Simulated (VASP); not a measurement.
Input of a VASP 6.6.1 run:

Contents of POSCAR:

```
TiO
1.0
    2.9362172690      0.0000000000      0.0000000000
   -1.4681086345      2.5428387460      0.0000000000
    0.0000000000      0.0000000000      3.4501003620
Ti O
1 1
Direct
    0.6666666667      0.3333333333      0.0000000000
    0.0000000000      0.0000000000      0.5000000000
```

The input INCAR.step1:

```
ALGO = Normal
EDIFF = 1E-4
ENCUT = 520
GGA = PE
ISMEAR = 0
LASPH = T
LCHARG = F
LREAL = F
LWAVE = T
NBANDS = 16
NELM = 100
PREC = Accurate
SIGMA = 0.03
```

File INCAR.step2:

```
ALGO = Normal
EDIFF = 1E-6
ENCUT = 520
ISIF = 2
ISMEAR = 0
ISTART = 1
LASPH = T
LCHARG = F
LMIXTAU = T
LREAL = F
LWAVE = F
METAGGA = R2SCAN
NBANDS = 16
NELM = 100
PREC = Accurate
SIGMA = 0.03
```

File KPOINTS:

```
k-points
0
Gamma
  12 12 12
```

Potentials or basis: VASP PAW PBE potentials, release 64 (Ti_sv, O).

Run with:

```bash
$ cat potpaw_PBE.64/Ti_sv/POTCAR potpaw_PBE.64/O/POTCAR > POTCAR
$ cp INCAR.step1 INCAR
$ mpirun -np 1 vasp_std > vasp.out
$ cp INCAR.step2 INCAR
$ mpirun -np 1 vasp_std > vasp.out
```

Problem. What does it give for the pressure?

Solution. -38.5 GPa.

Problem. Estimate the band gap on the k mesh.

Solution. 0.07 eV (least direct gap 0.45 eV).

Stress tensor (GPa, compression positive):
```
-21.56   0.00   0.00
  0.00 -21.56   0.00
  0.00   0.00 -72.31
```

Caveat: the cell stands under tension; the PAW data sets were made with another functional, which shifts forces and pressure a little. A k mesh can miss the band edges.
